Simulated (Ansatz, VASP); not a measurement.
One calculation of HC6, two programs

```xyz
14
Lattice="4.9327 0.0000 0.0000 0.0000 8.5223 0.0000 0.0000 0.0000 22.9416" Properties=species:S:1:pos:R:3 pbc="T T T"
C     0.0000    0.0000    4.0000
C     2.4663    0.0000    4.0000
C     1.2332    0.0000    4.7120
C     3.6995    0.0000    4.7120
C     1.2332    0.0000    6.1359
C     3.6995    0.0000    6.1359
C     0.0000    0.0000    6.8300
C     2.4663    0.0000    6.8300
C     0.0000    0.0000    8.3191
C     2.4663    0.0000    8.3191
C     1.2332    0.0000    8.9416
C     3.6995    0.0000    8.9416
H     0.6427    0.0000   10.6716
H     1.8237    0.0000   10.6716
```

Alike in both runs: task single point; functional PBE; k mesh 6 × 3 × 1; occupations gaussian, width 0.1 eV; no spin polarisation.

|  | VASP | Ansatz |
| --- | --- | --- |
| version | VASP 6.6.1 | Ansatz 0.2.0 |
| potentials or method | VASP PAW PBE potentials, release 64 (C, H), cutoff 520 eV | scalar-relativistic, plane waves, PAW |
| valence electrons in the cell | 50 | 50 |

```csv
,VASP,Ansatz,Ansatz less VASP
rms of the force components (eV/Å),1.064,1.068,+0.0033
```

Atom by atom the forces differ by 0.014 eV/Å (rms over components).
